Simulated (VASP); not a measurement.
# Ni (Fm-3m) in VASP: single point with PBE

Aim: the single point of Ni with PBE.

Program: VASP 6.6.1. These are calculated values, not measurements. Logs are shortened: lines on timing, memory, paths and dates and some standing lists are left out, and cuts for length are marked.

### 1 The cell of the first run

The structure is cubic, space group Fm-3m (No. 225). Conventional cell: a = 3.536 Å, b = 3.536 Å, c = 3.536 Å, α = 90.00°, β = 90.00°, γ = 90.00°. Ni (site symmetry m-3m) has 12 Ni at 2.50 Å within 3.3 Å.

### 2 Single point, PBE, collinear spin, ferromagnetic start

Contents of INCAR:

```
SYSTEM = Ni
PREC = Accurate
ENCUT = 520
EDIFF = 1E-7
ISMEAR = -1
SIGMA = 0.05
LREAL = .FALSE.
LASPH = .TRUE.
NELM = 150
ALGO = Normal
ISIF = 2
LWAVE = .FALSE.
LCHARG = .TRUE.
ISPIN = 2
MAGMOM = 2 2
LORBIT = 11
LMAXMIX = 4
GGA = PE
LELF = .TRUE.
LVHAR = .TRUE.
ISYM = 0
NBANDS = 21
```

Contents of KPOINTS:

```
regular mesh
0
G
  15 9 12
  0 0 0
```

Contents of POSCAR:

```
Ni
1.0
    0.0000000000     -1.7677500000     -1.7677500000
   -3.5355000000     -1.7677500000     -1.7677500000
    0.0000000000      1.7677500000     -1.7677500000
Ni
2
Direct
    0.0000000000      0.0000000000      0.0000000000
    0.0000000000      0.5000000000      0.5000000000
```

Potentials or basis: VASP PAW PBE potentials, release 64 (Ni).

Started as:

```bash
cat potpaw_PBE.64/Ni/POTCAR > POTCAR
mpirun -np 1 vasp_std > vasp.out
```

OUTCAR:

```text
SYSTEM = Ni
   PREC = Accurate
   ENCUT = 520
   EDIFF = 1E-7
   ISMEAR = -1
   LREAL = .FALSE.
   LASPH = .TRUE.
   NELM = 150
   ISIF = 2
   ISPIN = 2
   LORBIT = 11
   GGA = PE
   ISYM = 0

 ion  position               nearest neighbor table
   1  0.000  0.000  0.000-   2 2.50   2 2.50   2 2.50   2 2.50   2 2.50   2 2.50   2 2.50   2 2.50

   2  0.000  0.500  0.500-   1 2.50   1 2.50   1 2.50   1 2.50   1 2.50   1 2.50   1 2.50   1 2.50

IMPORTANT INFORMATION: All symmetrisations will be switched off!
NOSYMM: (Re-)initialisation of all symmetry stuff for point group C_1.

----------------------------------------------------------------------------------------

                                     Primitive cell

  volume of cell :      22.0965

  direct lattice vectors                    reciprocal lattice vectors
     0.000000000 -1.767750000 -1.767750000     0.282845425 -0.282845425 -0.282845425
    -3.535500000 -1.767750000 -1.767750000    -0.282845425  0.000000000  0.000000000
     0.000000000  1.767750000 -1.767750000     0.000000000  0.282845425 -0.282845425

  length of vectors
     2.499976025  4.330085493  2.499976025     0.489902647  0.282845425  0.400003836

  position of ions in fractional coordinates (direct lattice)
     0.000000000  0.000000000  0.000000000
     0.000000000  0.500000000  0.500000000

  ion indices of the primitive-cell ions
   primitive index   ion index
                 1           1
                 2           2

----------------------------------------------------------------------------------------

 KPOINTS: regular mesh

Automatic generation of k-mesh.
 Grid dimensions read from file:
 generate k-points for:   15    9   12

 Generating k-lattice:

  Cartesian coordinates                     Fractional coordinates (reciprocal lattice)
     0.018856362 -0.018856362 -0.018856362     0.066666667  0.000000000  0.000000000
    -0.031427269  0.000000000  0.000000000     0.000000000  0.111111111  0.000000000
     0.000000000  0.023570452 -0.023570452     0.000000000  0.000000000  0.083333333

  Length of vectors
     0.032660176  0.031427269  0.033333653

  Shift w.r.t. Gamma in fractional coordinates (k-lattice)
     0.000000000  0.000000000  0.000000000

 -----------------------------------------------------------------------------
|                                                                             |
|           W    W    AA    RRRRR   N    N  II  N    N   GGGG   !!!           |
|           W    W   A  A   R    R  NN   N  II  NN   N  G    G  !!!           |
|           W    W  A    A  R    R  N N  N  II  N N  N  G       !!!           |
|           W WW W  AAAAAA  RRRRR   N  N N  II  N  N N  G  GGG   !            |
|           WW  WW  A    A  R   R   N   NN  II  N   NN  G    G                |
|           W    W  A    A  R    R  N    N  II  N    N   GGGG   !!!           |
|                                                                             |
|     Your reciprocal lattice and k-lattice belong to different lattice       |
|     classes:                                                                |
|                                                                             |
|        The reciprocal lattice is simple tetragonal,                         |
|        whereas your k-lattice is simple monoclinic.                         |
|                                                                             |
|     Results are often still useful ...                                      |
|                                                                             |
 -----------------------------------------------------------------------------

 WARNING: IBZKPT: internal override: KBLOWUP is changed to .FALSE.
      ... skipping the blow-up phase ...

 Subroutine IBZKPT returns following result:
 ===========================================

 Found    811 irreducible k-points:

 Following reciprocal coordinates:
            Coordinates               Weight
  0.000000  0.000000  0.000000      1.000000
  0.066667  0.000000  0.000000      2.000000
  0.133333  0.000000  0.000000      2.000000
  0.200000  0.000000  0.000000      2.000000
  0.266667  0.000000  0.000000      2.000000
  0.333333  0.000000  0.000000      2.000000
[... 16 lines left out ...]
 -0.066667  0.111111  0.000000      2.000000
  0.000000  0.222222  0.000000      2.000000
 [... further k-points ...]
   k-points           NKPTS =    811   k-points in BZ     NKDIM =    811   number of bands    NBANDS=     21
   number of dos      NEDOS =    301   number of ions     NIONS =      2
   total plane-waves  NPLWV =  12800
   dimension x,y,z NGX =    20 NGY =   32 NGZ =   20
   dimension x,y,z NGXF=    40 NGYF=   64 NGZF=   40
   ions per type =               2
   NGX,Y,Z   is equivalent  to a cutoff of  13.30, 12.29, 13.30 a.u.
   NGXF,Y,Z  is equivalent  to a cutoff of  26.60, 24.57, 26.60 a.u.
 SYSTEM =  Ni
   PREC   = accura    normal or accurate (medium, high low for compatibility)
   ISTART =      0    job   : 0-new  1-cont  2-samecut
   ICHARG =      2    charge: 1-file 2-atom 10-const
   ISPIN  =      2    spin polarized calculation?
   LNONCOLLINEAR =      F non collinear calculations
   LSORBIT =      F    spin-orbit coupling
   LASPH  =      T    aspherical Exc in radial PAW
   ENCUT  =  520.0 eV  38.22 Ry    6.18 a.u.   4.65  8.05  4.65*2*pi/ulx,y,z
   NELM   =    150;   NELMIN=  2; NELMDL= -5     # of ELM steps
   EDIFF  = 0.1E-06   stopping-criterion for ELM
   LREAL  =      F    real-space projection
   EDIFFG = 0.1E-05   stopping-criterion for IOM
   NSW    =      0    number of steps for IOM
   IBRION =     -1    ionic relax: 0-MD 1-quasi-New 2-CG
   NFREE  =      0    steps in history (QN), initial steepest desc. (CG)
   ISIF   =      2    stress and relaxation
   ISYM   =      0    0-nonsym 1-usesym 2-fastsym
   POTIM  = 0.5000    time-step for ionic-motion
   TEBEG  =    0.0;   TEEND  =   0.0 temperature during run
   PSTRESS=    0.0 pullay stress
   NELECT =      20.0000    total number of electrons
   NUPDOWN=      -1.0000    fix difference up-down
   EMIN   =  10.00;   EMAX   =-10.00  energy-range for DOS
   EFERMI =   0.00;   METHOD = LEGACY
   ISMEAR =    -1;   SIGMA  =   0.05  broadening in eV -4-tet -1-fermi 0-gaus
   EFERMI_NEDOS =   21; number of points for ismear=-14 and -15
   IALGO  =     38    algorithm
   IMIX   =      4    mixing-type and parameters
     AMIX     =   0.40;   BMIX     =  1.00
     AMIX_MAG =   1.60;   BMIX_MAG =  1.00
  volume/ion in A,a.u.               =      11.05        74.56
  Fermi-wavevector in a.u.,A,eV,Ry     =   1.583595  2.992560 34.120303  2.507772
  Thomas-Fermi vector in A             =   2.683341
   LORBIT       =     11    0 simple, 1 ext, 2 COOP (PROOUT), +10 PAW based schemes
   GGA     = PE    functional components
   LHFCALC =     F    Hartree Fock is set to
   AEXX    =    0.0000 exact exchange contribution
   IVDW    =     0    specifies the selected vdW correction
   LEPSILON=     F    determine dielectric tensor
   LRPA    =     F    only Hartree local field effects (RPA)
 spin polarized calculation
  energy-cutoff  :      520.00
  volume of cell :       22.10
 maximum number of plane-waves:       613
   NGX =  9   NGY = 17   NGZ =  9

 number of electron      19.9999987 magnetization       1.2807863

 Free energy of the ion-electron system (eV)
  ---------------------------------------------------
  ext. energy  EPLUGINS =         0.00000000
  ---------------------------------------------------
  free energy    TOTEN  =       -10.95235682 eV

  energy without entropy =      -10.92335214  energy(sigma->0) =      -10.93785448

 E-fermi :   9.1618     XC(G=0): -13.1654

 val. band max:        9.1614441818   @ k =  -0.4000   0.2222   0.0833
 cond. band min:       9.1625105740   @ k =  -0.4000  -0.1111   0.0833
 fundamental gap:      0.0010663922
 Fermi energy:         9.1617784942

 spin component 1

 k-point     1 :       0.0000    0.0000    0.0000
  band No.  band energies     occupation
      1       0.2571      1.00000
      2       4.5999      1.00000
      3       5.0363      1.00000
      4       6.7546      1.00000
      5       6.7555      1.00000
      6       6.7562      1.00000
[... 13 lines left out ...]
     20      36.4940      0.00000
     21      36.4945      0.00000

 k-point     2 :       0.0667    0.0000    0.0000
  band No.  band energies     occupation
      1       0.4289      1.00000
      2       4.6635      1.00000
      3       5.0912      1.00000
      4       6.7117      1.00000
      5       6.7928      1.00000
      6       6.7937      1.00000
[... 13 lines left out ...]
     20      36.0834      0.00000
     21      36.0839      0.00000

 k-point     3 :       0.1333    0.0000    0.0000
  band No.  band energies     occupation
      1       0.9336      1.00000
      2       4.8422      1.00000
      3       5.2480      1.00000
      4       6.6007      1.00000
      5       6.8851      1.00000
      6       6.8859      1.00000
[... 13 lines left out ...]
     20      35.3592      0.00000
     21      35.3597      0.00000
[... 457 lines left out ...]
 k-point    23 :      -0.0667    0.1111    0.0000
  band No.  band energies     occupation
      1       0.7741      1.00000
      2       4.6691      1.00000
      3       5.1926      1.00000
      4       6.6049      1.00000
      5       6.8754      1.00000
      6       6.8806      1.00000
[... 13 lines left out ...]
     20      34.1156      0.00000
     21      36.2987      0.00000

 k-point    24 :       0.0000    0.2222    0.0000
  band No.  band energies     occupation
      1       0.8862      1.00000
      2       4.5816      1.00000
      3       5.2237      1.00000
      4       6.5389      1.00000
      5       6.9290      1.00000
      6       6.9297      1.00000
[... 13 lines left out ...]
     20      33.1379      0.00000
     21      34.2428      0.00000

 [... further k-points ...]

 spin component 2

 k-point     1 :       0.0000    0.0000    0.0000
  band No.  band energies     occupation
      1       0.2212      1.00000
      2       4.9539      1.00000
      3       5.6691      1.00000
      4       7.5233      1.00000
      5       7.5249      1.00000
      6       7.5267      1.00000
[... 13 lines left out ...]
     20      36.4780      0.00000
     21      36.4781      0.00000

 k-point     2 :       0.0667    0.0000    0.0000
  band No.  band energies     occupation
      1       0.3932      1.00000
      2       5.0155      1.00000
      3       5.7240      1.00000
      4       7.4753      1.00000
      5       7.5641      1.00000
      6       7.5647      1.00000
[... 13 lines left out ...]
     20      36.0976      0.00000
     21      36.0984      0.00000

 k-point     3 :       0.1333    0.0000    0.0000
  band No.  band energies     occupation
      1       0.8995      1.00000
      2       5.1914      1.00000
      3       5.8757      1.00000
      4       7.3456      1.00000
      5       7.6552      1.00000
      6       7.6561      1.00000
[... 13 lines left out ...]
     20      35.4113      0.00000
     21      35.4118      0.00000
[... 457 lines left out ...]
 k-point    23 :      -0.0667    0.1111    0.0000
  band No.  band energies     occupation
      1       0.7391      1.00000
      2       4.9847      1.00000
      3       5.8327      1.00000
      4       7.3596      1.00000
      5       7.6471      1.00000
      6       7.6522      1.00000
[... 13 lines left out ...]
     20      34.1774      0.00000
     21      36.2679      0.00000

 k-point    24 :       0.0000    0.2222    0.0000
  band No.  band energies     occupation
      1       0.8513      1.00000
      2       4.8633      1.00000
      3       5.8699      1.00000
      4       7.2913      1.00000
      5       7.7033      1.00000
      6       7.7049      1.00000
[... 13 lines left out ...]
     20      33.2076      0.00000
     21      34.1802      0.00000

 [... further k-points ...]

------------------------ aborting loop because EDIFF is reached ----------------------------------------

  FORCE on cell =-STRESS in cart. coord.  units (eV):
  Direction    XX          YY          ZZ          XY          YZ          ZX
  --------------------------------------------------------------------------------------
  -------------------------------------------------------------------------------------
  Total       -0.3853926     -0.3560662     -0.3560708     -0.0001525     -0.0142540     -0.0001527
  in kB      -27.9441808    -25.8177770    -25.8181074     -0.0110566     -1.0335362     -0.0110755
  external PRESSURE =     -26.5266884 kB  Pullay stress =       0.0000000 kB

 VOLUME and BASIS-vectors are now :
 -----------------------------------------------------------------------------
  energy-cutoff  :      520.00
  volume of cell :       22.10
      direct lattice vectors                 reciprocal lattice vectors
     0.000000000 -1.767750000 -1.767750000     0.282845425 -0.282845425 -0.282845425
    -3.535500000 -1.767750000 -1.767750000    -0.282845425  0.000000000  0.000000000
     0.000000000  1.767750000 -1.767750000     0.000000000  0.282845425 -0.282845425

 POSITION                                       TOTAL-FORCE (eV/Angst)
 -----------------------------------------------------------------------------------
      0.00000      0.00000      0.00000        -0.000000      0.000000     -0.000000
     -1.76775      0.00000     -1.76775         0.000000     -0.000000      0.000000
 -----------------------------------------------------------------------------------
    total drift:                                0.000000     -0.000000      0.000000

  FREE ENERGIE OF THE ION-ELECTRON SYSTEM (eV)
  ---------------------------------------------------
  free  energy   TOTEN  =       -10.9523568182 eV

  energy  without entropy=      -10.9233521351  energy(sigma->0) =      -10.93785448

 total charge

# of ion       s       p       d       tot
------------------------------------------
    1        0.491   0.485   8.307   9.283
    2        0.491   0.485   8.307   9.283
--------------------------------------------------
tot          0.983   0.969  16.614  18.566

 magnetization (x)

# of ion       s       p       d       tot
------------------------------------------
    1       -0.006  -0.025   0.685   0.654
    2       -0.006  -0.025   0.685   0.654
--------------------------------------------------
tot         -0.013  -0.050   1.370   1.307
```

Wall time 12 min (1 thread of Oxide Virtual Turin-like, shared host); peak memory 0.53 GiB.

What came out:

* Free energy: -10.9524 eV
* Pressure: -2.7 GPa
* Net moment: 1.28 μB per cell
* Site moments: Ni +0.65 μB
* Valence electrons inside the program's atomic spheres: Ni 9.28

Levels at points of the mesh, in eV from the Fermi level:
Spin up:
| k point | band 8 | band 9 | band 10 | band 11 | band 12 | band 13 | band 14 | band 15 |
| --- | --- | --- | --- | --- | --- | --- | --- | --- |
| (0.00, 0.00, 0.00) | -1.25 | -0.56 | -0.49 | -0.49 | 2.44 | 9.08 | 14.68 | 14.68 |
| (0.00, 0.00, 0.50) | -1.67 | -1.39 | -1.39 | 0.92 | 0.92 | 11.38 | 11.38 | 12.76 |
Spin down:
```
           k point  band 7  band 8  band 9  band 10  band 11  band 12  band 13  band 14
(0.00, 0.00, 0.00)   -0.65   -0.65    0.06     0.39     0.39     2.40     9.33    14.69
(0.00, 0.00, 0.50)   -1.11   -1.11   -0.56    -0.56     1.51     1.51    11.57    11.57
```
